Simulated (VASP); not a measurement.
# ZnS (F-43m) in VASP: a series of runs, part 2 of 2

VASP 6.6.1.

## Step 5: Relaxation of cell and atoms, r2SCAN

Contents of POSCAR:

```
ZnS
1.0
    0.0000000000      2.6936828800      2.6936828800
    2.6936828800      0.0000000000      2.6936828800
    2.6936828800      2.6936828800      0.0000000000
Zn S
1 1
Direct
    0.0000000000      0.0000000000      0.0000000000
    0.7500000000      0.7500000000      0.7500000000
```

Contents of INCAR.step1:

```
SYSTEM = ZnS
PREC     = Accurate       ! precision mode
ENCUT    = 600            ! plane-wave cutoff, eV
ISMEAR   = 0              ! smearing method
SIGMA    = 0.02           ! smearing width, eV
LREAL    = .False.        ! projectors in reciprocal space
LASPH    = .True.         ! aspherical terms in the spheres
NELM     = 60             ! most SCF steps
GGA      = PE             ! functional
ALGO     = Normal         ! electronic algorithm
EDIFF    = 1E-4           ! SCF threshold, eV
LWAVE    = .True.         ! write WAVECAR
LCHARG   = .False.        ! write CHGCAR
```

Contents of INCAR.step2:

```
SYSTEM = ZnS
PREC     = Accurate       ! precision mode
ENCUT    = 600            ! plane-wave cutoff, eV
EDIFF    = 1E-6           ! SCF threshold, eV
ISMEAR   = 0              ! smearing method
SIGMA    = 0.02           ! smearing width, eV
LREAL    = .False.        ! projectors in reciprocal space
LASPH    = .True.         ! aspherical terms in the spheres
NELM     = 60             ! most SCF steps
ALGO     = Normal         ! electronic algorithm
ISIF     = 3              ! what is computed and relaxed
LWAVE    = .False.        ! write WAVECAR
LCHARG   = .False.        ! write CHGCAR
METAGGA  = R2SCAN         ! meta-GGA
LMIXTAU  = .True.       
IBRION   = 2              ! ionic algorithm
NSW      = 100            ! ionic steps
EDIFFG   = -0.05          ! ionic threshold
ISTART   = 1
```

Contents of KPOINTS:

```
Automatic mesh
0
Gamma
  8 8 8
  0 0 0
```

Potentials or basis: VASP PAW PBE potentials, release 64 (Zn, S).

Command:

```console
> cat potpaw_PBE.64/Zn/POTCAR potpaw_PBE.64/S/POTCAR > POTCAR
> cp INCAR.step1 INCAR
> mpirun -np 1 vasp_std > vasp.out
> cp INCAR.step2 INCAR
> mpirun -np 1 vasp_std > vasp.out
```

OUTCAR:

```text
SYSTEM = ZnS
   PREC = Accurate
   ENCUT = 600
   EDIFF = 1E-6
   ISMEAR = 0
   LREAL = .False.
   LASPH = .True.
   NELM = 60
   ISIF = 3
   METAGGA = R2SCAN
   IBRION = 2
   NSW = 100
   EDIFFG = -0.05
   ISTART = 1

 ion  position               nearest neighbor table
   1  0.000  0.000  0.000-   2 2.33   2 2.33   2 2.33   2 2.33
   2  0.750  0.750  0.750-   1 2.33   1 2.33   1 2.33   1 2.33

  LATTYP: Found a face centered cubic cell.
 ALAT       =     5.3873657600
[... 576 lines left out ...]

  FORCE on cell =-STRESS in cart. coord.  units (eV):
  Direction    XX          YY          ZZ          XY          YZ          ZX
  --------------------------------------------------------------------------------------
  -------------------------------------------------------------------------------------
  Total        0.0181074      0.0181074      0.0181074      0.0000000      0.0000000      0.0000000
  in kB        0.7421602      0.7421602      0.7421602      0.0000000      0.0000000      0.0000000
  external PRESSURE =       0.7421602 kB  Pullay stress =       0.0000000 kB

 VOLUME and BASIS-vectors are now :
 -----------------------------------------------------------------------------
  energy-cutoff  :      600.00
  volume of cell :       39.09
      direct lattice vectors                 reciprocal lattice vectors
     0.000000000  2.693682880  2.693682880    -0.185619474  0.185619474  0.185619474
     2.693682880  0.000000000  2.693682880     0.185619474 -0.185619474  0.185619474
     2.693682880  2.693682880  0.000000000     0.185619474  0.185619474 -0.185619474

 POSITION                                       TOTAL-FORCE (eV/Angst)
 -----------------------------------------------------------------------------------
      0.00000      0.00000      0.00000        -0.000000     -0.000000     -0.000000
      4.04052      4.04052      4.04052         0.000000      0.000000      0.000000
 -----------------------------------------------------------------------------------
    total drift:                               -0.000019     -0.000019     -0.000019

  FREE ENERGIE OF THE ION-ELECTRON SYSTEM (eV)
  ---------------------------------------------------
  free  energy   TOTEN  =       -18.8676391791 eV

  energy  without entropy=      -18.8676391791  energy(sigma->0) =      -18.86763918

 reached required accuracy - stopping structural energy minimisation
```

Run time: 34 s. Hardware: 1 thread of Intel Xeon 6975P-C (Granite Rapids), shared host; peak memory 0.18 GiB.

What came out:

```
Free energy             : -18.8676 eV
Pressure after relaxing : 0.1 GPa
Band gap on the k mesh  : 2.72 eV, direct
```

Final structure:
```
Zn S
1.0
     0.00000    2.69368    2.69368
     2.69368    0.00000    2.69368
     2.69368    2.69368    0.00000
Zn S
1 1
Direct
  0.00000 0.00000 0.00000
  0.75000 0.75000 0.75000
```

Levels at points of the mesh, in eV from the valence-band top:
| k point | band 5 | band 6 | band 7 | band 8 | band 9 | band 10 | band 11 | band 12 | band 13 |
| --- | --- | --- | --- | --- | --- | --- | --- | --- | --- |
| (0.00, 0.00, 0.00) | -5.98 | -5.98 | 0.00 | 0.00 | 0.00 | 2.72 | 6.90 | 6.90 | 6.90 |
| (0.50, 0.00, 0.00) | -5.95 | -5.78 | -5.46 | -0.90 | -0.90 | 3.84 | 7.39 | 7.39 | 9.45 |
| (0.50, 0.50, 0.00) | -5.90 | -5.76 | -4.65 | -2.32 | -2.32 | 3.71 | 4.48 | 11.83 | 12.89 |

Caveat: the relaxation stopped at its first step, so nothing moved; the PAW data sets were made with another functional, which shifts forces and pressure a little.

## Step 6: Single point, r2SCAN

Contents of POSCAR:

```
ZnS
1.0
    0.0000000000      2.6942020188      2.6942020188
    2.6942020188      0.0000000000      2.6942020188
    2.6942020188      2.6942020188      0.0000000000
Zn S
1 1
Direct
    0.0000000000      0.0000000000      0.0000000000
    0.7500000000      0.7500000000      0.7500000000
```

Contents of INCAR.step1:

```
ALGO     = Normal         # electronic algorithm
EDIFF    = 1E-4           # SCF threshold, eV
ENCUT    = 520            # plane-wave cutoff, eV
GGA      = PE             # functional
ISMEAR   = 0              # smearing method
LASPH    = True           # aspherical terms in the spheres
LCHARG   = False          # write CHGCAR
LREAL    = False          # projectors in reciprocal space
LWAVE    = True           # write WAVECAR
NBANDS   = 16             # bands
NELM     = 60             # most SCF steps
PREC     = Accurate       # precision mode
SIGMA    = 0.02           # smearing width, eV
```

Contents of INCAR.step2:

```
ALGO     = Normal         # electronic algorithm
EDIFF    = 1E-6           # SCF threshold, eV
ENCUT    = 520            # plane-wave cutoff, eV
ISIF     = 2              # what is computed and relaxed
ISMEAR   = 0              # smearing method
ISTART   = 1            
LASPH    = True           # aspherical terms in the spheres
LCHARG   = False          # write CHGCAR
LMIXTAU  = True         
LREAL    = False          # projectors in reciprocal space
LWAVE    = False          # write WAVECAR
METAGGA  = R2SCAN         # meta-GGA
NBANDS   = 16             # bands
NELM     = 60             # most SCF steps
PREC     = Accurate       # precision mode
SIGMA    = 0.02           # smearing width, eV
```

Contents of KPOINTS:

```
k-points
0
Gamma
  8 8 8
```

Potentials or basis: VASP PAW PBE potentials, release 64 (Zn, S).

Command:

```console
> cat potpaw_PBE.64/Zn/POTCAR potpaw_PBE.64/S/POTCAR > POTCAR
> cp INCAR.step1 INCAR
> mpirun -np 1 vasp_std > vasp.out
> cp INCAR.step2 INCAR
> mpirun -np 1 vasp_std > vasp.out
```

Wall time 1.9 min (1 thread of Intel Xeon 8259CL, shared host); peak memory 0.17 GiB.

The run converged. Its results:

| Property | Result |
| --- | --- |
| Free energy | -18.8662 eV |
| Pressure | 0.0 GPa |
| Band gap on the k mesh | 2.71 eV, direct |

Levels at points of the mesh, in eV from the valence-band top:
| k point | band 5 | band 6 | band 7 | band 8 | band 9 | band 10 | band 11 | band 12 | band 13 | band 14 |
| --- | --- | --- | --- | --- | --- | --- | --- | --- | --- | --- |
| (0.00, 0.00, 0.00) | -5.98 | -5.98 | 0.00 | 0.00 | 0.00 | 2.71 | 6.90 | 6.90 | 6.90 | 12.31 |
| (0.50, 0.00, 0.00) | -5.95 | -5.78 | -5.45 | -0.90 | -0.90 | 3.83 | 7.39 | 7.39 | 9.45 | 12.91 |
| (0.50, 0.50, 0.00) | -5.90 | -5.76 | -4.65 | -2.31 | -2.31 | 3.71 | 4.48 | 11.83 | 12.88 | 12.88 |

Caveat: the PAW data sets were made with another functional, which shifts forces and pressure a little.

## Step 7: Summary

| task | cell | k mesh | cutoff (eV) | smearing | gap on the mesh (eV) | pressure (GPa) |
| --- | --- | --- | --- | --- | --- | --- |
| single point | as given | 6 × 6 × 6 | 520 | gaussian 0.1 eV | 2.72 | 0.1 |
| single point | as given | 8 × 8 × 8 | 520 | gaussian 0.02 eV | 2.71 | 0.0 |
| relaxation of cell and atoms | relaxed | 8 × 8 × 8 | 600 | gaussian 0.02 eV | 2.72 | 0.1 |

Alike in all rows: level r2SCAN; potentials or basis VASP PAW PBE potentials, release 64 (Zn, S); no spin polarisation.

Caveats: the PAW data sets were made with another functional, which shifts forces and pressure a little; the relaxation stopped at its first step, so nothing moved (some runs).

Total energies depend on the potentials used, so only differences within one code and one set of settings carry meaning.
